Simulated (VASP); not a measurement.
A run of VASP 6.6.1:

Contents of INCAR:

```
PREC = Accurate
ENCUT = 600
EDIFF = 1E-7
ISMEAR = -1
SIGMA = 0.1
LREAL = False
LASPH = True
NELM = 80
ALGO = Normal
ISIF = 3
LWAVE = False
LCHARG = False
GGA = PS
IBRION = 2
NSW = 50
EDIFFG = -0.03
```

KPOINTS

```
Automatic mesh
0
Gamma
  22 22 12
```

File POSCAR:

```
Be
1.0
    2.2853000000      0.0000000000      0.0000000000
   -1.1426500000      1.9791278600      0.0000000000
    0.0000000000      0.0000000000      3.5842000000
Be
2
Direct
    0.3333333325      0.6666666650      0.2500000000
    0.6666666675      0.3333333350      0.7500000000
```

Potentials or basis: VASP PAW PBE potentials, release 64 (Be).

Command:

```console
$ cat potpaw_PBE.64/Be/POTCAR > POTCAR
$ mpirun -np 1 vasp_std > vasp.out
```

Hardware: 1 thread of AMD EPYC 7R13, on a shared host.

**Question.** How long does it take, and how much memory?

**Answer.** Wall time 73 s on 1 thread of AMD EPYC 7R13, on a shared host, peak memory 0.13 GiB. Counts: scf iterations 18, k points 364, ion steps 3.
